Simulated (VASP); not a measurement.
# Tl (P6_3/mmc) in VASP: notebook, part 2 of 2

VASP 6.6.1. The steps go on from the part before.

### Step 5. Single point, LDA

This run uses another cell than the first one, of 27.12 Å³/atom.

INCAR reads:

```
PREC = Accurate ; ENCUT = 520
EDIFF = 1E-6 ; ISMEAR = -1
SIGMA = 0.1 ; LREAL = F
LASPH = T ; NELM = 100
ALGO = Normal ; ISIF = 2
LWAVE = F ; LCHARG = T
GGA = CA ; LELF = T
LVHAR = T ; NBANDS = 34
```

KPOINTS reads:

```
Automatic mesh
0
Gamma
  14 14 4
```

POSCAR reads:

```
Tl
1.0
    3.3783014893      0.0000000000      0.0000000000
   -1.6891507447      2.9256949114      0.0000000000
    0.0000000000      0.0000000000     10.9773212698
Tl
4
Direct
    1.0000000000      1.0000000000      0.0000000000
    1.0000000000      1.0000000000      0.5000000000
    0.3333333333      0.6666666667      0.2500000000
    0.6666666667      0.3333333333      0.7500000000
```

Potentials or basis: VASP PAW LDA potentials, release 64 (Tl_d).

Run with:

```sh
cat potpaw_LDA.64/Tl_d/POTCAR > POTCAR
mpirun -np 1 vasp_std > vasp.out
```

OUTCAR:

```text
PREC = Accurate
   ENCUT = 520
   EDIFF = 1E-6
   ISMEAR = -1
   LREAL = F
   LASPH = T
   NELM = 100
   ISIF = 2
   GGA = CA

 ion  position               nearest neighbor table
   1  0.000  0.000  0.000-   3 3.37   4 3.37   4 3.37   3 3.37   4 3.37   3 3.37
   2  0.000  0.000  0.500-   3 3.37   4 3.37   4 3.37   3 3.37   4 3.37   3 3.37
   3  0.333  0.667  0.250-   1 3.37   2 3.37   1 3.37   2 3.37   1 3.37   2 3.37
   4  0.667  0.333  0.750-   1 3.37   2 3.37   1 3.37   2 3.37   1 3.37   2 3.37

  LATTYP: Found a hexagonal cell.
 ALAT       =     3.3783014893
 C/A-ratio  =     3.2493610486

  Lattice vectors:

 A1 = (   3.3783014893,   0.0000000000,   0.0000000000)
 A2 = (  -1.6891507447,   2.9256949114,   0.0000000000)
 A3 = (   0.0000000000,   0.0000000000,  10.9773212698)

Analysis of symmetry for initial positions (statically):
=====================================================================
 Subroutine PRICEL returns:
 Original cell was already a primitive cell.

 Routine SETGRP: Setting up the symmetry group for a
 hexagonal supercell.

 Subroutine GETGRP returns: Found 24 space group operations
 (whereof 12 operations were pure point group operations)
 out of a pool of 24 trial point group operations.

The static configuration has the point symmetry D_3d.
 The point group associated with its full space group is D_6h.

Analysis of symmetry for dynamics (positions and initial velocities):
=====================================================================
 Subroutine PRICEL returns:
 Original cell was already a primitive cell.

 Routine SETGRP: Setting up the symmetry group for a
 hexagonal supercell.

 Subroutine GETGRP returns: Found 24 space group operations
 (whereof 12 operations were pure point group operations)
 out of a pool of 24 trial point group operations.

The dynamic configuration has the point symmetry D_3d.
 The point group associated with its full space group is D_6h.

 Subroutine INISYM returns: Found 24 space group operations
 (whereof 12 operations are pure point group operations),
 and found     1 'primitive' translations

----------------------------------------------------------------------------------------

                                     Primitive cell

  volume of cell :     108.4985

  direct lattice vectors                    reciprocal lattice vectors
     3.378301489  0.000000000  0.000000000     0.296006737  0.170899569  0.000000000
    -1.689150745  2.925694911  0.000000000     0.000000000  0.341799138  0.000000000
     0.000000000  0.000000000 10.977321270     0.000000000  0.000000000  0.091096906

  length of vectors
     3.378301489  3.378301489 10.977321270     0.341799138  0.341799138  0.091096906

  position of ions in fractional coordinates (direct lattice)
     0.000000000  0.000000000  0.000000000
     0.000000000  0.000000000  0.500000000
     0.333333333  0.666666667  0.250000000
     0.666666667  0.333333333  0.750000000

  ion indices of the primitive-cell ions
   primitive index   ion index
                 1           1
                 2           2
                 3           3
                 4           4

----------------------------------------------------------------------------------------

 KPOINTS: Automatic mesh

Automatic generation of k-mesh.
 Grid dimensions read from file:
 generate k-points for:   14   14    4

 Generating k-lattice:

  Cartesian coordinates                     Fractional coordinates (reciprocal lattice)
     0.021143338  0.012207112  0.000000000     0.071428571  0.000000000  0.000000000
     0.000000000  0.024414224  0.000000000     0.000000000  0.071428571  0.000000000
     0.000000000  0.000000000  0.022774226     0.000000000  0.000000000  0.250000000

  Length of vectors
     0.024414224  0.024414224  0.022774226

  Shift w.r.t. Gamma in fractional coordinates (k-lattice)
     0.000000000  0.000000000  0.000000000

 Subroutine IBZKPT returns following result:
 ===========================================

 Found     72 irreducible k-points:

 Following reciprocal coordinates:
            Coordinates               Weight
  0.000000  0.000000  0.000000      1.000000
  0.071429 -0.000000  0.000000      6.000000
  0.142857 -0.000000  0.000000      6.000000
  0.214286 -0.000000  0.000000      6.000000
  0.285714  0.000000  0.000000      6.000000
  0.357143  0.000000  0.000000      6.000000
[... 16 lines left out ...]
  0.285714  0.285714  0.000000      6.000000
  0.357143  0.285714  0.000000      6.000000
 [... further k-points ...]
   k-points           NKPTS =     72   k-points in BZ     NKDIM =     72   number of bands    NBANDS=     34
   number of dos      NEDOS =    301   number of ions     NIONS =      4
   total plane-waves  NPLWV =  65856
   dimension x,y,z NGX =    28 NGY =   28 NGZ =   84
   dimension x,y,z NGXF=    56 NGYF=   56 NGZF=  168
   ions per type =               4
   NGX,Y,Z   is equivalent  to a cutoff of  13.78, 13.78, 12.72 a.u.
   NGXF,Y,Z  is equivalent  to a cutoff of  27.56, 27.56, 25.44 a.u.
 SYSTEM =  unknown system
   PREC   = accura    normal or accurate (medium, high low for compatibility)
   ISTART =      0    job   : 0-new  1-cont  2-samecut
   ICHARG =      2    charge: 1-file 2-atom 10-const
   ISPIN  =      1    spin polarized calculation?
   LNONCOLLINEAR =      F non collinear calculations
   LSORBIT =      F    spin-orbit coupling
   LASPH  =      T    aspherical Exc in radial PAW
   ENCUT  =  520.0 eV  38.22 Ry    6.18 a.u.   6.28  6.28 20.41*2*pi/ulx,y,z
   NELM   =    100;   NELMIN=  2; NELMDL= -5     # of ELM steps
   EDIFF  = 0.1E-05   stopping-criterion for ELM
   LREAL  =      F    real-space projection
[... 7 lines left out ...]
   TEBEG  =    0.0;   TEEND  =   0.0 temperature during run
   PSTRESS=    0.0 pullay stress
   NELECT =      52.0000    total number of electrons
   NUPDOWN=      -1.0000    fix difference up-down
   EMIN   =  10.00;   EMAX   =-10.00  energy-range for DOS
   EFERMI =   0.00;   METHOD = LEGACY
   ISMEAR =    -1;   SIGMA  =   0.10  broadening in eV -4-tet -1-fermi 0-gaus
   EFERMI_NEDOS =   21; number of points for ismear=-14 and -15
   IALGO  =     38    algorithm
   IMIX   =      4    mixing-type and parameters
     AMIX     =   0.40;   BMIX     =  1.00
     AMIX_MAG =   1.60;   BMIX_MAG =  1.00
  volume/ion in A,a.u.               =      27.12       183.05
  Fermi-wavevector in a.u.,A,eV,Ry     =   1.281154  2.421030 22.331999  1.641356
  Thomas-Fermi vector in A             =   2.413540
   LORBIT       =      0    0 simple, 1 ext, 2 COOP (PROOUT), +10 PAW based schemes
   GGA     = CA    functional components
   LHFCALC =     F    Hartree Fock is set to
   AEXX    =    0.0000 exact exchange contribution
   IVDW    =     0    specifies the selected vdW correction
   LEPSILON=     F    determine dielectric tensor
   LRPA    =     F    only Hartree local field effects (RPA)
 non-spin polarized calculation
  energy-cutoff  :      520.00
  volume of cell :      108.50
 maximum number of plane-waves:      2941
 NGX is ok and might be reduce to    28
   NGX = 13   NGY = 13   NGZ = 41

 number of electron      51.9999998 magnetization

 Free energy of the ion-electron system (eV)
  ---------------------------------------------------
  ext. energy  EPLUGINS =         0.00000000
  ---------------------------------------------------
  free energy    TOTEN  =       -11.72106779 eV

  energy without entropy =      -11.65493838  energy(sigma->0) =      -11.68800308

 E-fermi :   6.8310     XC(G=0): -10.7689

 val. band max:        6.7671699197   @ k =   0.3571   0.2857   0.5000
 cond. band min:       6.8491204463   @ k =   0.2143   0.2143   0.0000
 fundamental gap:      0.0819505266
 Fermi energy:         6.8310250665

 k-point     1 :       0.0000    0.0000    0.0000
  band No.  band energies     occupation
      1      -5.0346      2.00000
      2      -4.8844      2.00000
      3      -4.8699      2.00000
      4      -4.7741      2.00000
      5      -4.7741      2.00000
      6      -4.7636      2.00000
[... 26 lines left out ...]
     33      16.3786      0.00000
     34      17.3545      0.00000

 k-point     2 :       0.0714   -0.0000    0.0000
  band No.  band energies     occupation
      1      -5.0098      2.00000
      2      -4.8668      2.00000
      3      -4.8625      2.00000
      4      -4.7803      2.00000
      5      -4.7640      2.00000
      6      -4.7604      2.00000
[... 806 lines left out ...]
 k-point    24 :       0.3571    0.2857    0.0000
  band No.  band energies     occupation
      1      -4.9569      2.00000
      2      -4.9083      2.00000
      3      -4.9069      2.00000
      4      -4.8843      2.00000
      5      -4.8150      2.00000
      6      -4.7711      2.00000
[... 26 lines left out ...]
     33      10.0335      0.00000
     34      11.1940      0.00000

 [... further k-points ...]
[... 5 lines left out ...]
  --------------------------------------------------------------------------------------
  -------------------------------------------------------------------------------------
  Total        0.0173786      0.0173786      0.1701972     -0.0000000      0.0000000      0.0000000
  in kB        0.2566265      0.2566265      2.5132703     -0.0000000      0.0000000      0.0000000
  external PRESSURE =       1.0088411 kB  Pullay stress =       0.0000000 kB

 VOLUME and BASIS-vectors are now :
 -----------------------------------------------------------------------------
  energy-cutoff  :      520.00
  volume of cell :      108.50
      direct lattice vectors                 reciprocal lattice vectors
     3.378301489  0.000000000  0.000000000     0.296006737  0.170899569  0.000000000
    -1.689150745  2.925694911  0.000000000     0.000000000  0.341799138  0.000000000
     0.000000000  0.000000000 10.977321270     0.000000000  0.000000000  0.091096906

 POSITION                                       TOTAL-FORCE (eV/Angst)
 -----------------------------------------------------------------------------------
      0.00000      0.00000      0.00000        -0.000000      0.000000     -0.000000
      0.00000      0.00000      5.48866        -0.000000      0.000000     -0.000000
     -0.00000      1.95046      2.74433        -0.000000      0.000000     -0.000000
      1.68915      0.97523      8.23299         0.000000      0.000000      0.000000
 -----------------------------------------------------------------------------------
    total drift:                                0.000000     -0.000000      0.000000

  FREE ENERGIE OF THE ION-ELECTRON SYSTEM (eV)
  ---------------------------------------------------
  free  energy   TOTEN  =       -11.7210677858 eV

  energy  without entropy=      -11.6549383776  energy(sigma->0) =      -11.68800308
```

Wall time 4.3 min (1 thread of Intel Xeon 6975P-C (Granite Rapids), shared host); peak memory 0.32 GiB.

What came out:

```
Free energy            : -11.7211 eV
Pressure               : 0.1 GPa
Band gap on the k mesh : zero (bands 26 and 27 overlap by 4.70 eV)
```

Stress tensor (GPa, compression positive):
```
0.03 0.00 0.00
0.00 0.03 0.00
0.00 0.00 0.25
```

Caveat: spin-orbit coupling is left out, which moves the levels of the heavy elements.

### Step 6. Summary

```tsv
cell	k mesh	gap on the mesh (eV)	pressure (GPa)
a = 3.423, b = 3.423, c = 11.122 Å, angles 90.0, 90.0, 120.0°, 4 atoms	12 × 12 × 4	none	-1.5
a = 3.466, b = 3.466, c = 11.263 Å, angles 90.0, 90.0, 120.0°, 4 atoms	12 × 12 × 4	none	-2.6
a = 3.508, b = 3.508, c = 11.400 Å, angles 90.0, 90.0, 120.0°, 4 atoms	12 × 12 × 4	none	-3.5
a = 3.378, b = 3.378, c = 10.977 Å, angles 90.0, 90.0, 120.0°, 4 atoms	14 × 14 × 4	none	0.1
```

Alike in all rows: task single point; level LDA; potentials or basis VASP PAW LDA potentials, release 64 (Tl_d); no spin polarisation; cutoff (eV) 520; smearing fermi-dirac 0.1 eV.

Caveats: spin-orbit coupling is left out, which moves the levels of the heavy elements; the cell stands under tension (at least some runs).

Absolute energies hang on the potentials; compare differences alone.

The gap in the log of VASP goes by the Fermi energy; the results here count the filled bands.